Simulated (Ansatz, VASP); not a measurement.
**Si2Mo in VASP and in Ansatz**

Contents of INCAR:

```
PREC = Accurate ; ENCUT = 520
EDIFF = 1E-7 ; ISMEAR = 0
SIGMA = 0.05 ; LREAL = F
LASPH = T ; NELM = 150
ALGO = Normal ; ISIF = 2
LWAVE = F ; LCHARG = T
ISPIN = 2 ; MAGMOM = 1 0.5 1
LORBIT = 11 ; LMAXMIX = 4
GGA = PE ; LELF = T
LVHAR = T ; NBANDS = 22
```

Contents of KPOINTS:

```
Automatic mesh
0
Gamma
  14 14 14
```

Contents of POSCAR:

```
Si2Mo
1.0
   -1.6085189520      1.6085189520      3.9365666220
    1.6085189520     -1.6085189520      3.9365666220
    1.6085189520      1.6085189520     -3.9365666220
Si Mo
2 1
Direct
    0.3351149525      0.3351149525      0.0000000000
    0.6648850475      0.6648850475      0.0000000000
    0.0000000000      0.0000000000      0.0000000000
```

Input for Ansatz:

```yaml
crystal:
  lattice:
    - [-1.608518952, 1.608518952, 3.936566622]
    - [1.608518952, -1.608518952, 3.936566622]
    - [1.608518952, 1.608518952, -3.936566622]
  atoms:
    - { symbol: Si, position: [0.3351149525, 0.3351149525, 0.0], spin: 1.0 }
    - { symbol: Si, position: [0.6648850475, 0.6648850475, 0.0], spin: 0.5 }
    - { symbol: Mo, position: [0.0, 0.0, 0.0], spin: 1.0 }
basis:
  ecutwfc: 420
  ecutrho_ratio: 4
kpoints:
  mp_grid: { grid: [14, 14, 14] }
hamiltonian:
  xc: pbe
scf:
  occupations: { method: gaussian, width: 0.05 }
  algorithm: direct_min
output:
  forces: true
  stress: true
magnetization:
  spin_polarized: true
```

Alike in both runs: task single point; functional PBE; k mesh 14 × 14 × 14; occupations gaussian, width 0.05 eV; collinear spin.

|  | VASP | Ansatz |
| --- | --- | --- |
| version | VASP 6.6.1 | Ansatz 0.2.0 |
| potentials or method | VASP PAW PBE potentials, release 64 (Si, Mo_sv), cutoff 520 eV | scalar-relativistic, plane waves, PAW |
| valence electrons in the cell | 22 | 22 |

```tsv
	VASP	Ansatz	Ansatz less VASP
gap on the k mesh at the Fermi level (eV)	none	none	-
pressure (GPa)	0.1	0.0	-0.15
net moment per atom (μB)	0.00	0.00	0.000
```

A gap of «none» marks a metal or a gap that the smearing closes. The functional is the same, so the differences come from potentials, cutoffs and numerics. Ansatz's warnings: seeded moment not kept.
